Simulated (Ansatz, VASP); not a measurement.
## KCl in VASP and in Ansatz

Contents of POSCAR:

```
KCl
1.0
    0.0000000000      3.1448483221      3.1448483221
    3.1448483221      0.0000000000      3.1448483221
    3.1448483221      3.1448483221      0.0000000000
K Cl
1 1
Direct
    0.0000000000      0.0000000000      0.0000000000
    0.5000000000      0.5000000000      0.5000000000
```

Contents of INCAR.step1:

```
PREC     = Accurate       # precision mode
ENCUT    = 520            # plane-wave cutoff, eV
EDIFF    = 1E-5           # SCF threshold, eV
ISMEAR   = 0              # smearing method
SIGMA    = 0.01           # smearing width, eV
LREAL    = F              # projectors in reciprocal space
LASPH    = T              # aspherical terms in the spheres
NELM     = 80             # most SCF steps
ALGO     = Normal         # electronic algorithm
ISIF     = 2              # what is computed and relaxed
LWAVE    = T              # write WAVECAR
LCHARG   = F              # write CHGCAR
NBANDS   = 15             # bands
GGA      = PE             # functional
```

Contents of INCAR.step2:

```
PREC     = Accurate       # precision mode
ENCUT    = 520            # plane-wave cutoff, eV
EDIFF    = 1E-6           # SCF threshold, eV
ISMEAR   = 0              # smearing method
SIGMA    = 0.01           # smearing width, eV
LREAL    = F              # projectors in reciprocal space
LASPH    = T              # aspherical terms in the spheres
NELM     = 80             # most SCF steps
ALGO     = Normal         # electronic algorithm
ISIF     = 2              # what is computed and relaxed
LWAVE    = F              # write WAVECAR
LCHARG   = F              # write CHGCAR
GGA      = PE             # functional
LHFCALC  = T              # exact exchange
AEXX     = 0.15           # exact-exchange fraction
HFSCREEN = 0.2078         # screening, 1/A
PRECFOCK = Normal       
NBANDS   = 15             # bands
ISTART   = 1
```

File KPOINTS:

```
Automatic mesh
0
Gamma
  4 4 4
```

Input for Ansatz:

```yaml
crystal:
  lattice:
    - [0.0, 3.1448483221, 3.1448483221]
    - [3.1448483221, 0.0, 3.1448483221]
    - [3.1448483221, 3.1448483221, 0.0]
  atoms:
    - { symbol: K, position: [0.0, 0.0, 0.0] }
    - { symbol: Cl, position: [0.5, 0.5, 0.5] }
kpoints:
  mp_grid: { grid: [4, 4, 4] }
hamiltonian:
  xc:
    exchange: pbe
    correlation: pbe
    exx: { coeff: 0.15, omega: 0.2078 }
scf:
  occupations: { method: fixed }
  n_extra_bands: 4
output:
  forces: true
  stress: true
  eigenvalues: true
```

Alike in both runs: task single point; functional PBE-based screened hybrid; k mesh 4 × 4 × 4; no spin polarisation.

```csv
,VASP,Ansatz
version,VASP 6.6.1,Ansatz 0.2.0
potentials or method,"VASP PAW PBE potentials, release 64 (K_sv, Cl)",plane waves
plane-wave cutoff (eV),520,420
occupations,"gaussian, width 0.01 eV",fixed
valence electrons in the cell,16,16
```

VASP gave:

```
gap on the k mesh at the Fermi level (eV) : 5.97
pressure (GPa)                            : 0.6
```

Which values does Ansatz return?

gap on the k mesh at the Fermi level (eV): 5.98; pressure (GPa): 0.6.

VASP's potentials were made for PBE, not for PBE-based screened hybrid. Ansatz's warnings: stress exchange threshold loose, stress scf threshold loose.

The k mesh is coarse, so the values compare programs but aren't converged.
